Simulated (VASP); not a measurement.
# NiO (Fm-3m) in VASP: single point with LDA+U

Aim: the single point of NiO with LDA+U.

Program: VASP 6.6.1. These are calculated values, not measurements. Logs are shortened: lines on timing, memory, paths and dates and some standing lists are left out, and cuts for length are marked.

## Step 1: The cell of the first run

It takes space group Fm-3m (No. 225, cubic). Conventional cell: a = 4.183 Å, b = 4.183 Å, c = 4.183 Å, α = 90.00°, β = 90.00°, γ = 90.00°. Ni (site symmetry m-3m) has 6 O at 2.09 Å within 2.8 Å. O (site symmetry m-3m) has 6 Ni at 2.09 Å within 2.8 Å.

## Step 2: Single point, LDA+U, collinear spin, antiferromagnetic start

Input file INCAR:

```
SYSTEM = NiO
PREC = Accurate ; ENCUT = 600
EDIFF = 1E-6 ; ISMEAR = 0
SIGMA = 0.05 ; LREAL = .False.
LASPH = .True. ; NELM = 200
ALGO = Normal ; ISIF = 2
LWAVE = .False. ; LCHARG = .False.
ISPIN = 2 ; MAGMOM = 2 -2 0 0
LORBIT = 11 ; LMAXMIX = 4
LDAU = .True. ; LDAUTYPE = 2
LDAUL = 2 -1 ; LDAUU = 8 0
LDAUJ = 0 0 ; LDAUPRINT = 1
GGA = CA ; NBANDS = 36
GGA_COMPAT = .False.
```

Input file KPOINTS:

```
regular mesh
0
Gamma
  8 8 8
  0 0 0
```

Input file POSCAR:

```
NiO
1.0
    0.0000000000      2.0913095100      2.0913095100
    4.1826190200      2.0913095100      2.0913095100
    4.1826190200      4.1826190200      0.0000000000
Ni O
2 2
Direct
    0.0000000000      0.0000000000      0.0000000000
    0.0000000000      0.0000000000      0.5000000000
    0.5000000000      0.5000000000      0.0000000000
    0.5000000000      0.5000000000      0.5000000000
```

Potentials or basis: VASP PAW LDA potentials, release 64 (Ni_sv_GW, O).

Run with:

```
$ cat potpaw_LDA.64/Ni_sv_GW/POTCAR potpaw_LDA.64/O/POTCAR > POTCAR
$ mpirun -np 1 vasp_std > vasp.out
```

OUTCAR:

```text
SYSTEM = NiO
   PREC = Accurate
   ENCUT = 600
   EDIFF = 1E-6
   ISMEAR = 0
   LREAL = .False.
   LASPH = .True.
   NELM = 200
   ISIF = 2
   ISPIN = 2
   LORBIT = 11
   GGA = CA

 ion  position               nearest neighbor table
   1  0.000  0.000  0.000-   4 2.09   3 2.09   4 2.09   3 2.09   4 2.09   4 2.09
   2  0.000  0.000  0.500-   3 2.09   3 2.09   4 2.09   4 2.09   3 2.09   3 2.09
   3  0.500  0.500  0.000-   2 2.09   1 2.09   2 2.09   1 2.09   2 2.09   2 2.09
   4  0.500  0.500  0.500-   1 2.09   1 2.09   2 2.09   2 2.09   1 2.09   1 2.09

  LATTYP: Found a simple tetragonal cell.
 ALAT       =     2.9575582722
 C/A-ratio  =     1.4142135624

  Lattice vectors:

 A1 = (   0.0000000000,  -2.0913095100,   2.0913095100)
 A2 = (   0.0000000000,  -2.0913095100,  -2.0913095100)
 A3 = (   4.1826190200,   0.0000000000,   0.0000000000)

Analysis of symmetry for initial positions (statically):
=====================================================================
 Subroutine PRICEL returns following result:

  LATTYP: Found a face centered cubic cell.
 ALAT       =     4.1826190200
[... 12 lines left out ...]
 Subroutine GETGRP returns: Found 16 space group operations
 (whereof 16 operations were pure point group operations)
 out of a pool of 16 trial point group operations.

The static configuration has the point symmetry D_4h.

Analysis of symmetry for dynamics (positions and initial velocities):
=====================================================================
 Subroutine PRICEL returns following result:

  LATTYP: Found a face centered cubic cell.
 ALAT       =     4.1826190200
[... 12 lines left out ...]
 Subroutine GETGRP returns: Found 16 space group operations
 (whereof 16 operations were pure point group operations)
 out of a pool of 16 trial point group operations.

The dynamic configuration has the point symmetry D_4h.

Analysis of structural, dynamic, and magnetic symmetry:
=====================================================================
 Subroutine PRICEL returns following result:

  LATTYP: Found a face centered cubic cell.
 ALAT       =     4.1826190200
[... 12 lines left out ...]
 Subroutine GETGRP returns: Found 16 space group operations
 (whereof 16 operations were pure point group operations)
 out of a pool of 16 trial point group operations.

The overall configuration has the point symmetry D_4h.

 Subroutine INISYM returns: Found 16 space group operations
 (whereof 16 operations are pure point group operations),
 and found     2 'primitive' translations

----------------------------------------------------------------------------------------

                                     Primitive cell

  volume of cell :      18.2930

  direct lattice vectors                    reciprocal lattice vectors
    -2.091309510  2.091309510  0.000000000    -0.239084649  0.239084649 -0.239084649
    -2.091309510  0.000000000  2.091309510    -0.239084649 -0.239084649  0.239084649
     0.000000000  2.091309510  2.091309510     0.239084649  0.239084649  0.239084649

  length of vectors
     2.957558272  2.957558272  2.957558272     0.414106759  0.414106759  0.414106759

  position of ions in fractional coordinates (direct lattice)
     0.000000000  0.000000000  0.000000000
     0.500000000  0.500000000  0.500000000

  ion indices of the primitive-cell ions
   primitive index   ion index
                 1           1
                 2           3

----------------------------------------------------------------------------------------

 KPOINTS: regular mesh

Automatic generation of k-mesh.
 Grid dimensions read from file:
 generate k-points for:    8    8    8

 Generating k-lattice:

[... 74 lines left out ...]
   EMIN   =  10.00;   EMAX   =-10.00  energy-range for DOS
   EFERMI =   0.00;   METHOD = LEGACY
   ISMEAR =     0;   SIGMA  =   0.05  broadening in eV -4-tet -1-fermi 0-gaus
   EFERMI_NEDOS =   21; number of points for ismear=-14 and -15
   IALGO  =     38    algorithm
   IMIX   =      4    mixing-type and parameters
     AMIX     =   0.40;   BMIX     =  1.00
     AMIX_MAG =   1.60;   BMIX_MAG =  1.00
  volume/ion in A,a.u.               =       9.15        61.72
  Fermi-wavevector in a.u.,A,eV,Ry     =   1.792188  3.386745 43.701074  3.211938
  Thomas-Fermi vector in A             =   2.854603
   LORBIT       =     11    0 simple, 1 ext, 2 COOP (PROOUT), +10 PAW based schemes
 LDA+U is selected, type is set to LDAUTYPE =  2
   angular momentum for each species LDAUL =     2   -1
   U (eV)           for each species LDAUU =   8.0  0.0
   J (eV)           for each species LDAUJ =   0.0  0.0
   GGA     = CA    functional components
   LHFCALC =     F    Hartree Fock is set to
   AEXX    =    0.0000 exact exchange contribution
   IVDW    =     0    specifies the selected vdW correction
   LEPSILON=     F    determine dielectric tensor
   LRPA    =     F    only Hartree local field effects (RPA)
 spin polarized calculation
 Gauss-broadening in eV      SIGMA  =   0.05
  energy-cutoff  :      600.00
  volume of cell :       36.59
 maximum number of plane-waves:      1240
   NGX = 11   NGY = 21   NGZ = 23

 number of electron      48.0000019 magnetization       0.0000000

atom =   1  type =  1  l = 2

 onsite density matrix

spin component  1

  0.9406  0.0000 -0.0000  0.0000  0.0000
  0.0000  0.9405  0.0000  0.0000 -0.0000
 -0.0000  0.0000  0.9705  0.0000  0.0001
  0.0000  0.0000  0.0000  0.9406  0.0000
  0.0000 -0.0000  0.0001  0.0000  0.9704

spin component  2

  0.9322 -0.0000  0.0000  0.0000  0.0000
 -0.0000  0.9322 -0.0000  0.0000 -0.0000
  0.0000 -0.0000  0.0930  0.0000  0.0005
  0.0000  0.0000  0.0000  0.9322 -0.0000
  0.0000 -0.0000  0.0005 -0.0000  0.0925

 occupancies and eigenvectors

  o =  0.0922  v =  0.0000  0.0000  0.0000  0.0000  0.0000  0.0000  0.0000 -0.5000  0.0000  0.8660      0.0000  0.0000  0.0000  0.0000  0.0000  0.0000  0.0000  0.0000  0.0000  0.0000
  o =  0.0933  v =  0.0000  0.0000  0.0000  0.0000  0.0000  0.0000 -0.0000  0.8660  0.0000  0.5000      0.0000  0.0000  0.0000  0.0000  0.0000  0.0000  0.0000  0.0000  0.0000  0.0000
  o =  0.9322  v =  0.0000  0.0000  0.0000  0.0000  0.0000  0.0000  0.0000  0.0000  1.0000  0.0000      0.0000  0.0000  0.0000  0.0000  0.0000  0.0000  0.0000  0.0000  0.0000  0.0000
  o =  0.9322  v =  0.0000  0.0000  0.0000  0.0000  0.0000  1.0000  0.0000  0.0000  0.0000  0.0000      0.0000  0.0000  0.0000  0.0000  0.0000  0.0000  0.0000  0.0000  0.0000  0.0000
  o =  0.9322  v =  0.0000  0.0000  0.0000  0.0000  0.0000  0.0000  1.0000 -0.0000 -0.0000 -0.0000      0.0000  0.0000  0.0000  0.0000  0.0000  0.0000  0.0000  0.0000  0.0000  0.0000
  o =  0.9405  v =  0.0000  1.0000 -0.0000 -0.0000 -0.0000  0.0000  0.0000  0.0000  0.0000  0.0000      0.0000  0.0000  0.0000  0.0000  0.0000  0.0000  0.0000  0.0000  0.0000  0.0000
  o =  0.9406  v =  1.0000  0.0000  0.0000  0.0000  0.0000  0.0000  0.0000  0.0000  0.0000  0.0000      0.0000  0.0000  0.0000  0.0000  0.0000  0.0000  0.0000  0.0000  0.0000  0.0000
  o =  0.9406  v =  0.0000 -0.0000  0.0000 -1.0000  0.0000  0.0000  0.0000  0.0000  0.0000  0.0000      0.0000  0.0000  0.0000  0.0000  0.0000  0.0000  0.0000  0.0000  0.0000  0.0000
  o =  0.9703  v =  0.0000 -0.0000  0.5000  0.0000 -0.8660  0.0000  0.0000  0.0000  0.0000  0.0000      0.0000  0.0000  0.0000  0.0000  0.0000  0.0000  0.0000  0.0000  0.0000  0.0000
  o =  0.9705  v =  0.0000 -0.0000 -0.8660 -0.0000 -0.5000  0.0000  0.0000  0.0000  0.0000  0.0000      0.0000  0.0000  0.0000  0.0000  0.0000  0.0000  0.0000  0.0000  0.0000  0.0000

atom =   2  type =  1  l = 2

 onsite density matrix

spin component  1

  0.9322  0.0000  0.0000  0.0000  0.0000
  0.0000  0.9322 -0.0000 -0.0000 -0.0000
  0.0000 -0.0000  0.0930 -0.0000  0.0005
  0.0000 -0.0000 -0.0000  0.9322 -0.0000
  0.0000 -0.0000  0.0005 -0.0000  0.0925

spin component  2

  0.9406  0.0000 -0.0000  0.0000  0.0000
  0.0000  0.9405  0.0000 -0.0000  0.0000
 -0.0000  0.0000  0.9705  0.0000  0.0001
  0.0000 -0.0000  0.0000  0.9406  0.0000
  0.0000  0.0000  0.0001  0.0000  0.9704

 occupancies and eigenvectors

  o =  0.0922  v =  0.0000  0.0000 -0.5000 -0.0000  0.8660  0.0000  0.0000  0.0000  0.0000  0.0000      0.0000  0.0000  0.0000  0.0000  0.0000  0.0000  0.0000  0.0000  0.0000  0.0000
  o =  0.0933  v =  0.0000  0.0000 -0.8660  0.0000 -0.5000  0.0000  0.0000  0.0000  0.0000  0.0000      0.0000  0.0000  0.0000  0.0000  0.0000  0.0000  0.0000  0.0000  0.0000  0.0000
  o =  0.9322  v =  1.0000  0.0000  0.0000  0.0000  0.0000  0.0000  0.0000  0.0000  0.0000  0.0000      0.0000  0.0000  0.0000  0.0000  0.0000  0.0000  0.0000  0.0000  0.0000  0.0000
  o =  0.9322  v =  0.0000 -0.0000  0.0000  1.0000 -0.0000  0.0000  0.0000  0.0000  0.0000  0.0000      0.0000  0.0000  0.0000  0.0000  0.0000  0.0000  0.0000  0.0000  0.0000  0.0000
  o =  0.9322  v =  0.0000 -1.0000 -0.0000 -0.0000 -0.0000  0.0000  0.0000  0.0000  0.0000  0.0000      0.0000  0.0000  0.0000  0.0000  0.0000  0.0000  0.0000  0.0000  0.0000  0.0000
  o =  0.9405  v =  0.0000  0.0000  0.0000  0.0000  0.0000  0.0000  1.0000  0.0000 -0.0000  0.0000      0.0000  0.0000  0.0000  0.0000  0.0000  0.0000  0.0000  0.0000  0.0000  0.0000
  o =  0.9406  v =  0.0000  0.0000  0.0000  0.0000  0.0000  0.0000 -0.0000 -0.0000 -1.0000 -0.0000      0.0000  0.0000  0.0000  0.0000  0.0000  0.0000  0.0000  0.0000  0.0000  0.0000
  o =  0.9406  v =  0.0000  0.0000  0.0000  0.0000  0.0000  1.0000  0.0000  0.0000  0.0000  0.0000      0.0000  0.0000  0.0000  0.0000  0.0000  0.0000  0.0000  0.0000  0.0000  0.0000
  o =  0.9703  v =  0.0000  0.0000  0.0000  0.0000  0.0000  0.0000  0.0000  0.5000  0.0000 -0.8660      0.0000  0.0000  0.0000  0.0000  0.0000  0.0000  0.0000  0.0000  0.0000  0.0000
  o =  0.9705  v =  0.0000  0.0000  0.0000  0.0000  0.0000  0.0000  0.0000 -0.8660  0.0000 -0.5000      0.0000  0.0000  0.0000  0.0000  0.0000  0.0000  0.0000  0.0000  0.0000  0.0000

 number of electron      48.0000019 magnetization      -0.0000000

 Free energy of the ion-electron system (eV)
  ---------------------------------------------------
  ext. energy  EPLUGINS =         0.00000000
  ---------------------------------------------------
  free energy    TOTEN  =       -21.95965571 eV

  energy without entropy =      -21.95965571  energy(sigma->0) =      -21.95965571

 E-fermi :   6.1787     XC(G=0): -13.5337

 val. band max:        5.8717595861   @ k =   0.5000   0.0000   0.0000
 cond. band min:       8.3603469774   @ k =   0.0000   0.0000   0.0000
 fundamental gap:      2.4885873914
 Fermi energy:         6.1787076322

 spin component 1

 k-point     1 :       0.0000    0.0000    0.0000
  band No.  band energies     occupation
      1     -96.9481      1.00000
      2     -94.8658      1.00000
      3     -57.9488      1.00000
      4     -57.9385      1.00000
      5     -57.9385      1.00000
      6     -55.9289      1.00000
[... 1865 lines left out ...]
     35      25.8771      0.00000
     36      26.2498      0.00000

 [... further k-points ...]
[... 5 lines left out ...]
  --------------------------------------------------------------------------------------
  -------------------------------------------------------------------------------------
  Total       -2.0665067     -2.0414423     -2.0414423      0.0000000      0.0000000     -0.0000000
  in kB      -90.4966431    -89.3990218    -89.3990218      0.0000000      0.0000000     -0.0000000
  external PRESSURE =     -89.7648956 kB  Pullay stress =       0.0000000 kB

 VOLUME and BASIS-vectors are now :
 -----------------------------------------------------------------------------
  energy-cutoff  :      600.00
  volume of cell :       36.59
      direct lattice vectors                 reciprocal lattice vectors
     0.000000000  2.091309510  2.091309510    -0.239084649  0.239084649  0.239084649
     4.182619020  2.091309510  2.091309510     0.239084649 -0.239084649  0.239084649
     4.182619020  4.182619020  0.000000000     0.000000000  0.239084649 -0.239084649

 POSITION                                       TOTAL-FORCE (eV/Angst)
 -----------------------------------------------------------------------------------
      0.00000      0.00000      0.00000         0.000000      0.000000     -0.000000
      2.09131      2.09131      0.00000         0.000000      0.000000      0.000000
      2.09131      2.09131      2.09131         0.000000     -0.000000     -0.000000
      4.18262      4.18262      2.09131        -0.000000     -0.000000      0.000000
 -----------------------------------------------------------------------------------
    total drift:                                0.000000      0.000000     -0.000000

  FREE ENERGIE OF THE ION-ELECTRON SYSTEM (eV)
  ---------------------------------------------------
  free  energy   TOTEN  =       -21.9596557117 eV

  energy  without entropy=      -21.9596557117  energy(sigma->0) =      -21.95965571

 total charge

# of ion       s       p       d       f       tot
--------------------------------------------------
    1        2.167   6.243   7.718   0.010  16.138
    2        2.167   6.243   7.718   0.010  16.138
    3        1.531   3.478   0.000   0.000   5.008
    4        1.531   3.478   0.000   0.000   5.008
--------------------------------------------------
tot          7.394  19.443  15.436   0.019  42.292

 magnetization (x)

# of ion       s       p       d       f       tot
--------------------------------------------------
    1        0.011   0.014   1.778   0.000   1.802
    2       -0.011  -0.014  -1.778  -0.000  -1.802
    3       -0.008  -0.049   0.000   0.000  -0.057
    4        0.008   0.049   0.000   0.000   0.057
--------------------------------------------------
tot          0.000   0.000   0.000   0.000   0.000
```

It took 6.5 min on 1 thread of Intel Xeon Platinum 8259CL at 2.50GHz (Skylake/Cascade Lake), shared host; peak memory 0.33 GiB.

Results:

- Free energy: -21.9597 eV
- Pressure: -9.0 GPa
- Band gap on the k mesh: 2.49 eV
- Net moment: 0.00 μB per cell
- Site moments: Ni +1.80, -1.80; O -0.06, +0.06 μB
- Valence electrons inside the program's atomic spheres: Ni 16.14; O 5.01

Stress tensor (GPa, compression positive):
```
-9.05  0.00  0.00
 0.00 -8.94  0.00
 0.00  0.00 -8.94
```

Eigenvalues of the final occupation matrices:
| site | spin | trace | eigenvalues |
| --- | --- | --- | --- |
| site 1 d | 1 | 4.76 | 0.94 0.94 0.94 0.97 0.97 |
| site 1 d | 2 | 2.98 | 0.09 0.09 0.93 0.93 0.93 |
| site 2 d | 1 | 2.98 | 0.09 0.09 0.93 0.93 0.93 |
| site 2 d | 2 | 4.76 | 0.94 0.94 0.94 0.97 0.97 |

Caveat: the cell stands under tension. The state reached can hang on the start; a lower one may exist.
